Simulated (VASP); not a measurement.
# CdF2 (I4/mmm) in VASP: further runs

The runs below take CdF2 through single point, with PBE, r2SCAN.

Everything below comes from runs of VASP 6.6.1. Logs are shortened: lines on timing, memory, paths and dates and some standing lists are left out, and cuts for length are marked.

## 1. The cell of the first run

It takes space group I4/mmm (No. 139, tetragonal). The conventional cell has a = 3.810 Å, b = 3.810 Å, c = 5.103 Å, α = 90.00°, β = 90.00°, γ = 90.00°. Cd (site symmetry 4/mmm) has 8 F at 2.29 Å within 3.0 Å. Within 3.0 Å of F (site symmetry -4m2) lie 4 Cd at 2.29 Å and 6 F at 2.55 to 2.69 Å.

## 2. Single point, PBE (uniaxial x strain -5.3%)

INCAR

```
ALGO     = Normal         # electronic algorithm
EDIFF    = 1E-6           # SCF threshold, eV
ENCUT    = 520            # plane-wave cutoff, eV
GGA      = PE             # functional
ISIF     = 2              # what is computed and relaxed
ISMEAR   = -1             # smearing method
LASPH    = T              # aspherical terms in the spheres
LCHARG   = T              # write CHGCAR
LELF     = T              # ELF
LREAL    = F              # projectors in reciprocal space
LVHAR    = T            
LWAVE    = F              # write WAVECAR
NBANDS   = 20             # bands
NELM     = 60             # most SCF steps
PREC     = Accurate       # precision mode
SIGMA    = 0.02           # smearing width, eV
```

KPOINTS

```
k-points
0
Gamma
  8 8 8
```

POSCAR

```
CdF2
1.0
    0.0000000000      2.6941776812      2.6941776812
    2.5516556819      0.0000000000      2.6941776812
    2.5516556819      2.6941776812      0.0000000000
Cd F
1 2
Direct
    0.0000000000      0.0000000000      0.0000000000
    0.2500000000      0.2500000000      0.2500000000
    0.7500000000      0.7500000000      0.7500000000
```

Potentials or basis: VASP PAW PBE potentials, release 64 (Cd, F).

Launch:

```console
cat potpaw_PBE.64/Cd/POTCAR potpaw_PBE.64/F/POTCAR > POTCAR
mpirun -np 1 vasp_std > vasp.out
```

OUTCAR:

```text
EDIFF = 1E-6
   ENCUT = 520
   GGA = PE
   ISIF = 2
   ISMEAR = -1
   LASPH = T
   LREAL = F
   NELM = 60
   PREC = Accurate

 ion  position               nearest neighbor table
   1  0.000  0.000  0.000-   2 2.29   3 2.29   3 2.29   3 2.29   3 2.29   2 2.29   2 2.29   2 2.29

   2  0.250  0.250  0.250-   1 2.29   1 2.29   1 2.29   1 2.29
   3  0.750  0.750  0.750-   1 2.29   1 2.29   1 2.29   1 2.29

  LATTYP: Found a body centered tetragonal cell.
 ALAT       =     3.8101426162
 C/A-ratio  =     1.3394016649

  Lattice vectors:

 A1 = (  -2.5516556819,   0.0000000000,  -2.6941776812)
 A2 = (  -2.5516556819,   0.0000000000,   2.6941776812)
 A3 = (   2.5516556819,   2.6941776812,   0.0000000000)

Analysis of symmetry for initial positions (statically):
=====================================================================
 Subroutine PRICEL returns:
 Original cell was already a primitive cell.

 Routine SETGRP: Setting up the symmetry group for a
 body centered tetragonal supercell.

 Subroutine GETGRP returns: Found 16 space group operations
 (whereof 16 operations were pure point group operations)
 out of a pool of 16 trial point group operations.

The static configuration has the point symmetry D_4h.

Analysis of symmetry for dynamics (positions and initial velocities):
=====================================================================
 Subroutine PRICEL returns:
 Original cell was already a primitive cell.

 Routine SETGRP: Setting up the symmetry group for a
 body centered tetragonal supercell.

 Subroutine GETGRP returns: Found 16 space group operations
 (whereof 16 operations were pure point group operations)
 out of a pool of 16 trial point group operations.

The dynamic configuration has the point symmetry D_4h.

 Subroutine INISYM returns: Found 16 space group operations
 (whereof 16 operations are pure point group operations),
 and found     1 'primitive' translations

----------------------------------------------------------------------------------------

                                     Primitive cell

  volume of cell :      37.0429

  direct lattice vectors                    reciprocal lattice vectors
     0.000000000  2.694177681  2.694177681    -0.195951203  0.185585384  0.185585384
     2.551655682  0.000000000  2.694177681     0.195951203 -0.185585384  0.185585384
     2.551655682  2.694177681  0.000000000     0.195951203  0.185585384 -0.185585384

  length of vectors
     3.810142616  3.710733094  3.710733094     0.327537393  0.327537393  0.327537393

  position of ions in fractional coordinates (direct lattice)
     0.000000000  0.000000000  0.000000000
     0.250000000  0.250000000  0.250000000
     0.750000000  0.750000000  0.750000000

  ion indices of the primitive-cell ions
   primitive index   ion index
                 1           1
                 2           2
                 3           3

----------------------------------------------------------------------------------------

 KPOINTS: k-points

Automatic generation of k-mesh.
 Grid dimensions read from file:
 generate k-points for:    8    8    8

 Generating k-lattice:

  Cartesian coordinates                     Fractional coordinates (reciprocal lattice)
    -0.024493900  0.023198173  0.023198173     0.125000000 -0.000000000 -0.000000000
     0.024493900 -0.023198173  0.023198173     0.000000000  0.125000000  0.000000000
     0.024493900  0.023198173 -0.023198173     0.000000000  0.000000000  0.125000000

  Length of vectors
     0.040942174  0.040942174  0.040942174

  Shift w.r.t. Gamma in fractional coordinates (k-lattice)
     0.000000000  0.000000000  0.000000000

 Subroutine IBZKPT returns following result:
 ===========================================

 Found     59 irreducible k-points:

 Following reciprocal coordinates:
            Coordinates               Weight
  0.000000  0.000000  0.000000      1.000000
  0.125000 -0.000000 -0.000000      8.000000
  0.250000 -0.000000 -0.000000      8.000000
  0.375000 -0.000000 -0.000000      8.000000
  0.500000 -0.000000 -0.000000      4.000000
  0.125000  0.125000  0.000000      4.000000
[... 16 lines left out ...]
  0.250000  0.125000  0.125000      4.000000
  0.375000  0.125000  0.125000      8.000000
 [... further k-points ...]
   k-points           NKPTS =     59   k-points in BZ     NKDIM =     59   number of bands    NBANDS=     20
   number of dos      NEDOS =    301   number of ions     NIONS =      3
   total plane-waves  NPLWV =  21952
   dimension x,y,z NGX =    28 NGY =   28 NGZ =   28
   dimension x,y,z NGXF=    56 NGYF=   56 NGZF=   56
   ions per type =               1   2
   NGX,Y,Z   is equivalent  to a cutoff of  12.22, 12.54, 12.54 a.u.
   NGXF,Y,Z  is equivalent  to a cutoff of  24.43, 25.09, 25.09 a.u.
 SYSTEM =  unknown system
   PREC   = accura    normal or accurate (medium, high low for compatibility)
   ISTART =      0    job   : 0-new  1-cont  2-samecut
   ICHARG =      2    charge: 1-file 2-atom 10-const
   ISPIN  =      1    spin polarized calculation?
   LNONCOLLINEAR =      F non collinear calculations
   LSORBIT =      F    spin-orbit coupling
   LASPH  =      T    aspherical Exc in radial PAW
   ENCUT  =  520.0 eV  38.22 Ry    6.18 a.u.   7.08  6.90  6.90*2*pi/ulx,y,z
   NELM   =     60;   NELMIN=  2; NELMDL= -5     # of ELM steps
   EDIFF  = 0.1E-05   stopping-criterion for ELM
   LREAL  =      F    real-space projection
   EDIFFG = 0.1E-04   stopping-criterion for IOM
   NSW    =      0    number of steps for IOM
   IBRION =     -1    ionic relax: 0-MD 1-quasi-New 2-CG
   NFREE  =      0    steps in history (QN), initial steepest desc. (CG)
   ISIF   =      2    stress and relaxation
   ISYM   =      2    0-nonsym 1-usesym 2-fastsym
   POTIM  = 0.5000    time-step for ionic-motion
   TEBEG  =    0.0;   TEEND  =   0.0 temperature during run
   PSTRESS=    0.0 pullay stress
   NELECT =      26.0000    total number of electrons
   NUPDOWN=      -1.0000    fix difference up-down
   EMIN   =  10.00;   EMAX   =-10.00  energy-range for DOS
   EFERMI =   0.00;   METHOD = LEGACY
   ISMEAR =    -1;   SIGMA  =   0.02  broadening in eV -4-tet -1-fermi 0-gaus
   EFERMI_NEDOS =   21; number of points for ismear=-14 and -15
   IALGO  =     38    algorithm
   IMIX   =      4    mixing-type and parameters
     AMIX     =   0.40;   BMIX     =  1.00
     AMIX_MAG =   1.60;   BMIX_MAG =  1.00
  volume/ion in A,a.u.               =      12.35        83.33
  Fermi-wavevector in a.u.,A,eV,Ry     =   1.454893  2.749349 28.799644  2.116714
  Thomas-Fermi vector in A             =   2.571991
   LORBIT       =      0    0 simple, 1 ext, 2 COOP (PROOUT), +10 PAW based schemes
   GGA     = PE    functional components
   LHFCALC =     F    Hartree Fock is set to
   AEXX    =    0.0000 exact exchange contribution
   IVDW    =     0    specifies the selected vdW correction
   LEPSILON=     F    determine dielectric tensor
   LRPA    =     F    only Hartree local field effects (RPA)
 non-spin polarized calculation
  energy-cutoff  :      520.00
  volume of cell :       37.04
 maximum number of plane-waves:      1012
   NGX = 15   NGY = 13   NGZ = 13

 number of electron      26.0000006 magnetization

 Free energy of the ion-electron system (eV)
  ---------------------------------------------------
  ext. energy  EPLUGINS =         0.00000000
  ---------------------------------------------------
  free energy    TOTEN  =       -10.70299677 eV

  energy without entropy =      -10.70299677  energy(sigma->0) =      -10.70299677

 E-fermi :  -0.2800     XC(G=0): -10.7125

 val. band max:       -0.8198471336   @ k =  -0.3750   0.5000   0.1250
 cond. band min:       2.3520806623   @ k =   0.0000   0.0000   0.0000
 fundamental gap:      3.1719277960
 Fermi energy:        -0.2800020084

 k-point     1 :       0.0000    0.0000    0.0000
  band No.  band energies     occupation
      1     -22.0014      2.00000
      2     -20.7189      2.00000
      3      -6.6907      2.00000
      4      -6.6907      2.00000
      5      -6.6768      2.00000
      6      -5.2596      2.00000
[... 12 lines left out ...]
     19      18.7831      0.00000
     20      20.0904      0.00000

 k-point     2 :       0.1250   -0.0000   -0.0000
  band No.  band energies     occupation
      1     -21.9438      2.00000
      2     -20.7710      2.00000
      3      -6.6274      2.00000
      4      -6.6110      2.00000
      5      -6.4980      2.00000
      6      -5.2816      2.00000
[... 12 lines left out ...]
     19      18.4328      0.00000
     20      19.6472      0.00000

 k-point     3 :       0.2500   -0.0000   -0.0000
  band No.  band energies     occupation
      1     -21.7885      2.00000
      2     -20.9126      2.00000
      3      -6.4838      2.00000
      4      -6.4427      2.00000
      5      -5.9900      2.00000
      6      -5.2945      2.00000
[... 12 lines left out ...]
     19      18.8569      0.00000
     20      19.2941      0.00000

 k-point     4 :       0.3750   -0.0000   -0.0000
  band No.  band energies     occupation
      1     -21.5750      2.00000
      2     -21.1075      2.00000
      3      -6.3701      2.00000
      4      -6.2945      2.00000
      5      -5.3321      2.00000
      6      -5.2434      2.00000
[... 12 lines left out ...]
     19      18.2429      0.00000
     20      18.7515      0.00000

 k-point     5 :       0.5000   -0.0000   -0.0000
  band No.  band energies     occupation
      1     -21.3825      2.00000
      2     -21.2910      2.00000
      3      -6.3373      2.00000
      4      -6.2459      2.00000
      5      -5.1969      2.00000
      6      -5.1393      2.00000
[... 12 lines left out ...]
     19      18.0073      0.00000
     20      18.3494      0.00000
[... 353 lines left out ...]
      6      -5.1225      2.00000
[... 12 lines left out ...]
     19      18.9558      0.00000
     20      21.0633      0.00000

 k-point    22 :       0.0000    0.1250    0.1250
  band No.  band energies     occupation
      1     -21.9126      2.00000
      2     -20.8030      2.00000
      3      -6.6012      2.00000
      4      -6.6012      2.00000
      5      -6.4115      2.00000
      6      -5.3284      2.00000
[... 12 lines left out ...]
     19      18.9485      0.00000
     20      19.6857      0.00000

 k-point    23 :       0.2500    0.1250    0.1250
  band No.  band energies     occupation
      1     -21.8695      2.00000
      2     -20.8338      2.00000
      3      -6.5272      2.00000
      4      -6.5204      2.00000
      5      -6.2026      2.00000
      6      -5.3693      2.00000
[... 12 lines left out ...]
     19      18.4373      0.00000
     20      20.1770      0.00000

 k-point    24 :       0.3750    0.1250    0.1250
  band No.  band energies     occupation
      1     -21.7121      2.00000
      2     -20.9710      2.00000
      3      -6.3861      2.00000
      4      -6.3455      2.00000
      5      -5.6596      2.00000
      6      -5.4128      2.00000
[... 12 lines left out ...]
     19      17.3717      0.00000
     20      20.8571      0.00000

 [... further k-points ...]
[... 5 lines left out ...]
  --------------------------------------------------------------------------------------
  -------------------------------------------------------------------------------------
  Total        4.1351491      2.6974511      2.6974511      0.0000000      0.0000000      0.0000000
  in kB      178.8534090    116.6701156    116.6701156      0.0000000      0.0000000      0.0000000
  external PRESSURE =     137.3978800 kB  Pullay stress =       0.0000000 kB

 VOLUME and BASIS-vectors are now :
 -----------------------------------------------------------------------------
  energy-cutoff  :      520.00
  volume of cell :       37.04
      direct lattice vectors                 reciprocal lattice vectors
     0.000000000  2.694177681  2.694177681    -0.195951203  0.185585384  0.185585384
     2.551655682  0.000000000  2.694177681     0.195951203 -0.185585384  0.185585384
     2.551655682  2.694177681  0.000000000     0.195951203  0.185585384 -0.185585384

 POSITION                                       TOTAL-FORCE (eV/Angst)
 -----------------------------------------------------------------------------------
      0.00000      0.00000      0.00000         0.000000     -0.000000      0.000000
      1.27583      1.34709      1.34709         0.000000      0.000000      0.000000
      3.82748      4.04127      4.04127        -0.000000     -0.000000     -0.000000
 -----------------------------------------------------------------------------------
    total drift:                                0.000000      0.000000      0.000000

  FREE ENERGIE OF THE ION-ELECTRON SYSTEM (eV)
  ---------------------------------------------------
  free  energy   TOTEN  =       -10.7029967681 eV

  energy  without entropy=      -10.7029967681  energy(sigma->0) =      -10.70299677
```

Wall time 36 s (1 thread of Intel Xeon Platinum 8259CL at 2.50GHz (Skylake/Cascade Lake), shared host); peak memory 0.18 GiB.

What came out:

* Free energy: -10.7030 eV
* Pressure: 13.7 GPa
* Band gap on the k mesh: 3.17 eV, indirect (least direct gap 3.61 eV)

Caveat: the cell differs from its parent crystal (uniaxial x strain -5.3%). A k mesh can miss the band edges.

(Continued in part 2 of 2.)
